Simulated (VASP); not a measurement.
Write the native input for VASP 6.6.1 that does the following.

```
Task                   : single point
Functional             : PBE
Potentials or basis    : VASP PAW PBE potentials, release 64 (Mg, O, H)
Cutoff                 : 520 eV
k mesh                 : 2 × 2 × 2
Occupations            : fermi-dirac, width 0.05 eV
Spin                   : collinear spin
Starting moments       : [0.0, 0.0, 0.0, 0.0, 0.0, 0.0, 0.0, 0.0, 0.0, 0.08, 0.08, 0.08, 0.0, 0.0, 0.0, 0.08, 0.32] μB
Dipole correction      : no
Further INCAR settings : LREAL = Auto; ALGO = Normal; EDIFF = 1e-06; NBANDS = 50
```

The structure of Mg8HO8 (a cell with a defect) lies in POSCAR:

```
Mg8HO8
1.0
    0.0000000000      4.0370000000      4.0370000000
    4.0370000000      0.0000000000      4.0370000000
    4.0370000000      4.0370000000      0.0000000000
Mg O H
8 8 1
Direct
    0.0059450087     -0.0205845925      0.0155561060
    0.0028981917     -0.0155065643      0.4942779292
    0.0177730988      0.5237676492     -0.0338741640
    0.0009784493      0.5193336636      0.4754644538
    0.4903269755      0.0240896705     -0.0265172158
    0.4964082239      0.0185533812      0.4806044092
    0.5128932376      0.4827470894     -0.0022665346
    0.5050284865      0.4982660391      0.4661629923
    0.2476096111      0.2658657419      0.2123111221
    0.2534803072      0.2774337379      0.6876888779
    0.2620634134      0.7617909339      0.2235694823
    0.3046197672      0.7469284122      0.7531459004
    0.7408595492      0.2486871439      0.2527991082
    0.7372925440      0.2512137726      0.7445256378
    0.7556353728      0.7552638098      0.2353232598
    0.7508545950      0.7301709190      0.7747337132
    0.1462224424      0.6271736438      0.6011642309
```

The input as run:

INCAR

```
PREC = Accurate
ENCUT = 520
EDIFF = 1E-6
ISMEAR = -1
SIGMA = 0.05
LREAL = Auto
LASPH = True
NELM = 150
ALGO = Normal
ISIF = 2
LWAVE = False
LCHARG = True
ISPIN = 2
MAGMOM = 0 0 0 0 0 0 0 0 0 0.08 0.08 0.08 0 0 0 0.08 0.32
LORBIT = 11
GGA = PE
LELF = True
LVHAR = True
NBANDS = 50
```

KPOINTS

```
Automatic mesh
0
Gamma
  2 2 2
```

Potentials or basis: VASP PAW PBE potentials, release 64 (Mg, O, H).

Command:

```bash
$ cat potpaw_PBE.64/Mg/POTCAR potpaw_PBE.64/O/POTCAR potpaw_PBE.64/H/POTCAR > POTCAR
$ mpirun -np 1 vasp_std > vasp.out
```

It gave:

| Quantity | Value |
| --- | --- |
| Pressure | 46.1 GPa |
| Largest force | 3.985 eV/Å |
| Net moment | 0.75 μB per cell |
| Site moments | Mg +0.00, +0.01 (each value once); O -0.00, +0.09, +0.08 (each value once); H +0.22 μB |
| Valence electrons inside the program's atomic spheres | Mg 0.52, 0.49, 0.54, 0.53, 0.55, 0.59, 0.56 (each value once); O 5.19, 5.20, 5.21, 5.18, 5.16 (each value once); H 0.64 |

Caveat: the k points lie up to 0.67 Å⁻¹ apart.

Wall time 7.1 min on 1 thread of Intel Xeon 8259CL (shared host), peak memory 0.34 GiB.
